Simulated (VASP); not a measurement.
# In2Te2S (R-3m) in VASP: single point with PBE

Aim: the single point of In2Te2S with PBE.

All numbers are computed with VASP 6.6.1; they aren't measurements. Logs are shortened: lines on timing, memory, paths and dates and some standing lists are left out, and cuts for length are marked.

## 1. The cell of the first run

Symmetry: R-3m, No. 166, trigonal system. The conventional cell has a = 4.175 Å, b = 4.175 Å, c = 30.676 Å, α = 90.00°, β = 90.00°, γ = 120.00°. Within 4.3 Å of In (site symmetry 3m) lie 3 Te at 2.95 Å and 9 In at 4.04 to 4.17 Å and 3 S at 4.24 Å. Within 3.9 Å of Te (site symmetry 3m) lie 3 In at 2.95 Å and 3 S at 3.00 Å. S (site symmetry -3m) has 6 Te at 3.00 Å within 4.0 Å.

The cell was built from a structure type or drawn by symmetry, and may not be a known phase.

## 2. Single point, PBE

The input, INCAR:

```
ALGO = Normal
EDIFF = 1E-6
ENCUT = 520
GGA = PE
ISIF = 2
ISMEAR = 0
LASPH = True
LCHARG = False
LREAL = False
LWAVE = False
NBANDS = 30
NELM = 100
PREC = Accurate
SIGMA = 0.1
```

The input, KPOINTS:

```
k-points
0
Gamma
  6 6 6
```

The input, POSCAR:

```
In2Te2S
1.0
    2.0874154700      1.2051698800     10.2252683700
   -2.0874154700      1.2051698800     10.2252683700
    0.0000000000     -2.4103397700     10.2252683700
In Te S
2 2 1
Direct
    0.2195951300      0.2195951300      0.2195951300
    0.7804048700      0.7804048700      0.7804048700
    0.6082787500      0.6082787500      0.6082787500
    0.3917212500      0.3917212500      0.3917212500
    0.0000000000      0.0000000000      0.0000000000
```

Potentials or basis: VASP PAW PBE potentials, release 64 (In_d, Te, S).

Launch:

```bash
> cat potpaw_PBE.64/In_d/POTCAR potpaw_PBE.64/Te/POTCAR potpaw_PBE.64/S/POTCAR > POTCAR
> mpirun -np 1 vasp_std > vasp.out
```

OUTCAR:

```text
EDIFF = 1E-6
   ENCUT = 520
   GGA = PE
   ISIF = 2
   ISMEAR = 0
   LASPH = True
   LREAL = False
   NELM = 100
   PREC = Accurate

 ion  position               nearest neighbor table
   1  0.220  0.220  0.220-   3 2.95   3 2.95   3 2.95
   2  0.780  0.780  0.780-   4 2.95   4 2.95   4 2.95
   3  0.608  0.608  0.608-   1 2.95   1 2.95   1 2.95   5 3.00   5 3.00   5 3.00
   4  0.392  0.392  0.392-   2 2.95   2 2.95   2 2.95   5 3.00   5 3.00   5 3.00
   5  0.000  0.000  0.000-   3 3.00   4 3.00   3 3.00   3 3.00   4 3.00   4 3.00

  LATTYP: Found a trigonal (rhomboedric) cell.
 ALAT       =    10.5055152669
 COS(alpha) =     0.9210389210

  Lattice vectors:

 A1 = (   2.0874154700,   1.2051698800,  10.2252683700)
 A2 = (  -2.0874154700,   1.2051698800,  10.2252683700)
 A3 = (   0.0000000000,  -2.4103397700,  10.2252683700)

Analysis of symmetry for initial positions (statically):
=====================================================================
 Subroutine PRICEL returns:
 Original cell was already a primitive cell.

 Routine SETGRP: Setting up the symmetry group for a
 trigonal (rhombohedral) supercell.

 Subroutine GETGRP returns: Found 12 space group operations
 (whereof 12 operations were pure point group operations)
 out of a pool of 12 trial point group operations.

The static configuration has the point symmetry D_3d.

Analysis of symmetry for dynamics (positions and initial velocities):
=====================================================================
 Subroutine PRICEL returns:
 Original cell was already a primitive cell.

 Routine SETGRP: Setting up the symmetry group for a
 trigonal (rhombohedral) supercell.

 Subroutine GETGRP returns: Found 12 space group operations
 (whereof 12 operations were pure point group operations)
 out of a pool of 12 trial point group operations.

The dynamic configuration has the point symmetry D_3d.

 Subroutine INISYM returns: Found 12 space group operations
 (whereof 12 operations are pure point group operations),
 and found     1 'primitive' translations

----------------------------------------------------------------------------------------

                                     Primitive cell

  volume of cell :     154.3416

  direct lattice vectors                    reciprocal lattice vectors
     2.087415470  1.205169880 10.225268370     0.239530657  0.138293090  0.032598981
    -2.087415470  1.205169880 10.225268370    -0.239530657  0.138293090  0.032598981
     0.000000000 -2.410339770 10.225268370     0.000000000 -0.276586179  0.032598981

  length of vectors
    10.505515267 10.505515267 10.505515268     0.278500643  0.278500643  0.278500643

  position of ions in fractional coordinates (direct lattice)
     0.219595130  0.219595130  0.219595130
     0.780404870  0.780404870  0.780404870
     0.608278750  0.608278750  0.608278750
     0.391721250  0.391721250  0.391721250
     0.000000000  0.000000000  0.000000000

  ion indices of the primitive-cell ions
   primitive index   ion index
                 1           1
                 2           2
                 3           3
                 4           4
                 5           5

----------------------------------------------------------------------------------------

 KPOINTS: k-points

Automatic generation of k-mesh.
 Grid dimensions read from file:
 generate k-points for:    6    6    6

 Generating k-lattice:

  Cartesian coordinates                     Fractional coordinates (reciprocal lattice)
     0.039921776  0.023048848  0.005433164     0.166666667 -0.000000000  0.000000000
    -0.039921776  0.023048848  0.005433164    -0.000000000  0.166666667  0.000000000
     0.000000000 -0.046097697  0.005433164    -0.000000000 -0.000000000  0.166666667

  Length of vectors
     0.046416774  0.046416774  0.046416774

  Shift w.r.t. Gamma in fractional coordinates (k-lattice)
     0.000000000  0.000000000  0.000000000

 Subroutine IBZKPT returns following result:
 ===========================================

 Found     32 irreducible k-points:

 Following reciprocal coordinates:
            Coordinates               Weight
  0.000000  0.000000  0.000000      1.000000
  0.166667  0.000000  0.000000      6.000000
  0.333333  0.000000  0.000000      6.000000
  0.500000  0.000000  0.000000      3.000000
  0.166667  0.166667  0.000000      6.000000
  0.333333  0.166667  0.000000     12.000000
[... 16 lines left out ...]
  0.500000  0.500000  0.166667      6.000000
 -0.333333  0.500000  0.166667     12.000000
 [... further k-points ...]
   k-points           NKPTS =     32   k-points in BZ     NKDIM =     32   number of bands    NBANDS=     30
   number of dos      NEDOS =    301   number of ions     NIONS =      5
   total plane-waves  NPLWV = 512000
   dimension x,y,z NGX =    80 NGY =   80 NGZ =   80
   dimension x,y,z NGXF=   160 NGYF=  160 NGZF=  160
   ions per type =               2   2   1
   NGX,Y,Z   is equivalent  to a cutoff of  12.66, 12.66, 12.66 a.u.
   NGXF,Y,Z  is equivalent  to a cutoff of  25.32, 25.32, 25.32 a.u.
 SYSTEM =  unknown system
   PREC   = accura    normal or accurate (medium, high low for compatibility)
   ISTART =      0    job   : 0-new  1-cont  2-samecut
   ICHARG =      2    charge: 1-file 2-atom 10-const
   ISPIN  =      1    spin polarized calculation?
   LNONCOLLINEAR =      F non collinear calculations
   LSORBIT =      F    spin-orbit coupling
   LASPH  =      T    aspherical Exc in radial PAW
   ENCUT  =  520.0 eV  38.22 Ry    6.18 a.u.  19.53 19.53 19.53*2*pi/ulx,y,z
   NELM   =    100;   NELMIN=  2; NELMDL= -5     # of ELM steps
   EDIFF  = 0.1E-05   stopping-criterion for ELM
   LREAL  =      F    real-space projection
   EDIFFG = 0.1E-04   stopping-criterion for IOM
   NSW    =      0    number of steps for IOM
   IBRION =     -1    ionic relax: 0-MD 1-quasi-New 2-CG
   NFREE  =      0    steps in history (QN), initial steepest desc. (CG)
   ISIF   =      2    stress and relaxation
   ISYM   =      2    0-nonsym 1-usesym 2-fastsym
   POTIM  = 0.5000    time-step for ionic-motion
   TEBEG  =    0.0;   TEEND  =   0.0 temperature during run
   PSTRESS=    0.0 pullay stress
   NELECT =      44.0000    total number of electrons
   NUPDOWN=      -1.0000    fix difference up-down
   EMIN   =  10.00;   EMAX   =-10.00  energy-range for DOS
   EFERMI =   0.00;   METHOD = LEGACY
   ISMEAR =     0;   SIGMA  =   0.10  broadening in eV -4-tet -1-fermi 0-gaus
   EFERMI_NEDOS =   21; number of points for ismear=-14 and -15
   IALGO  =     38    algorithm
   IMIX   =      4    mixing-type and parameters
     AMIX     =   0.40;   BMIX     =  1.00
     AMIX_MAG =   1.60;   BMIX_MAG =  1.00
  volume/ion in A,a.u.               =      30.87       208.31
  Fermi-wavevector in a.u.,A,eV,Ry     =   1.077452  2.036089 15.795048  1.160903
  Thomas-Fermi vector in A             =   2.213364
   LORBIT       =      0    0 simple, 1 ext, 2 COOP (PROOUT), +10 PAW based schemes
   GGA     = PE    functional components
   LHFCALC =     F    Hartree Fock is set to
   AEXX    =    0.0000 exact exchange contribution
   IVDW    =     0    specifies the selected vdW correction
   LEPSILON=     F    determine dielectric tensor
   LRPA    =     F    only Hartree local field effects (RPA)
 non-spin polarized calculation
 Gauss-broadening in eV      SIGMA  =   0.10
  energy-cutoff  :      520.00
  volume of cell :      154.34
 maximum number of plane-waves:      4185
 NGX is ok and might be reduce to    80
   NGX = 39   NGY = 39   NGZ = 39

 number of electron      44.0000006 magnetization

 Free energy of the ion-electron system (eV)
  ---------------------------------------------------
  ext. energy  EPLUGINS =         0.00000000
  ---------------------------------------------------
  free energy    TOTEN  =       -14.58499194 eV

  energy without entropy =      -14.55661210  energy(sigma->0) =      -14.57080202

 E-fermi :   5.3774     XC(G=0):  -9.1127

 val. band max:        5.3469620186   @ k =   0.5000   0.1667   0.1667
 cond. band min:       5.4038004891   @ k =  -0.3333   0.3333   0.3333
 fundamental gap:      0.0568384706
 Fermi energy:         5.3773708858

 k-point     1 :       0.0000    0.0000    0.0000
  band No.  band energies     occupation
      1      -9.1425      2.00000
      2      -9.1425      2.00000
      3      -9.1255      2.00000
      4      -9.1255      2.00000
      5      -9.1045      2.00000
      6      -9.1039      2.00000
[... 22 lines left out ...]
     29      10.1858      0.00000
     30      10.1858      0.00000

 k-point     2 :       0.1667    0.0000    0.0000
  band No.  band energies     occupation
      1      -9.1678      2.00000
      2      -9.1558      2.00000
      3      -9.1369      2.00000
      4      -9.1161      2.00000
      5      -9.0990      2.00000
      6      -9.0967      2.00000
[... 22 lines left out ...]
     29       9.9249      0.00000
     30       9.9508      0.00000

 k-point     3 :       0.3333    0.0000    0.0000
  band No.  band energies     occupation
      1      -9.2153      2.00000
      2      -9.2066      2.00000
      3      -9.1317      2.00000
      4      -9.1088      2.00000
      5      -9.1052      2.00000
      6      -9.1007      2.00000
[... 22 lines left out ...]
     29      10.4550      0.00000
     30      10.5640      0.00000

 k-point     4 :       0.5000    0.0000    0.0000
  band No.  band energies     occupation
      1      -9.2364      2.00000
      2      -9.2284      2.00000
      3      -9.1316      2.00000
      4      -9.1136      2.00000
      5      -9.1046      2.00000
      6      -9.1029      2.00000
[... 616 lines left out ...]
     29      10.3190      0.00000
     30      10.8412      0.00000

 k-point    23 :       0.5000    0.5000    0.1667
  band No.  band energies     occupation
      1      -9.2210      2.00000
      2      -9.2019      2.00000
      3      -9.1318      2.00000
      4      -9.1088      2.00000
      5      -9.1051      2.00000
      6      -9.1010      2.00000
[... 22 lines left out ...]
     29      10.1347      0.00000
     30      10.5091      0.00000

 k-point    24 :      -0.3333    0.5000    0.1667
  band No.  band energies     occupation
      1      -9.2313      2.00000
      2      -9.2192      2.00000
      3      -9.1333      2.00000
      4      -9.1180      2.00000
      5      -9.1040      2.00000
      6      -9.0921      2.00000
[... 22 lines left out ...]
     29      10.4819      0.00000
     30      10.7079      0.00000

 [... further k-points ...]

------------------------ aborting loop because EDIFF is reached ----------------------------------------

  FORCE on cell =-STRESS in cart. coord.  units (eV):
  Direction    XX          YY          ZZ          XY          YZ          ZX
  --------------------------------------------------------------------------------------
  -------------------------------------------------------------------------------------
  Total        0.9373252      0.9373252     -0.8617443      0.0000000      0.0000000      0.0000000
  in kB        9.7301101      9.7301101     -8.9455260      0.0000000      0.0000000      0.0000000
  external PRESSURE =       3.5048981 kB  Pullay stress =       0.0000000 kB

 VOLUME and BASIS-vectors are now :
 -----------------------------------------------------------------------------
  energy-cutoff  :      520.00
  volume of cell :      154.34
      direct lattice vectors                 reciprocal lattice vectors
     2.087415470  1.205169880 10.225268370     0.239530657  0.138293090  0.032598981
    -2.087415470  1.205169880 10.225268370    -0.239530657  0.138293090  0.032598981
     0.000000000 -2.410339770 10.225268370     0.000000000 -0.276586179  0.032598981

 POSITION                                       TOTAL-FORCE (eV/Angst)
 -----------------------------------------------------------------------------------
      0.00000     -0.00000      6.73626         0.000000      0.000000     -0.466195
      0.00000     -0.00000     23.93955         0.000000     -0.000000      0.466195
      0.00000     -0.00000     18.65944         0.000000      0.000000     -0.114060
      0.00000     -0.00000     12.01636         0.000000     -0.000000      0.114060
      0.00000      0.00000      0.00000         0.000000      0.000000     -0.000000
 -----------------------------------------------------------------------------------
    total drift:                               -0.000000      0.000000     -0.000000

  FREE ENERGIE OF THE ION-ELECTRON SYSTEM (eV)
  ---------------------------------------------------
  free  energy   TOTEN  =       -14.5849919385 eV

  energy  without entropy=      -14.5566121024  energy(sigma->0) =      -14.57080202
```

Wall time 13 min (1 thread of Intel Xeon Platinum 8259CL at 2.50GHz (Skylake/Cascade Lake), shared host); peak memory 0.99 GiB.

What came out:

```
Free energy            : -14.5850 eV
Pressure               : 0.4 GPa
Largest force          : 0.466 eV/Å
Band gap on the k mesh : zero (bands 22 and 23 overlap by 0.31 eV)
```

Forces on the atoms (eV/Å):
```
In   0.000  0.000 -0.466
In   0.000  0.000  0.466
Te   0.000  0.000 -0.114
Te   0.000  0.000  0.114
S    0.000  0.000  0.000
```

Levels at points of the mesh, in eV from the Fermi level:
```tsv
k point	band 19	band 20	band 21	band 22	band 23	band 24	band 25	band 26
(0.00, 0.00, 0.00)	-1.30	-1.08	-1.08	-0.04	-0.04	1.64	2.40	3.74
(0.50, 0.00, 0.00)	-2.68	-1.90	-1.44	-0.85	-0.07	1.02	2.22	3.05
(0.50, 0.50, 0.00)	-3.06	-1.84	-0.44	-0.34	-0.18	0.13	1.93	3.00
(0.50, 0.50, 0.50)	-1.08	-1.08	-0.08	-0.04	-0.04	0.42	3.03	3.51
```

Caveat: spin-orbit coupling is left out, which moves the levels of the heavy elements.
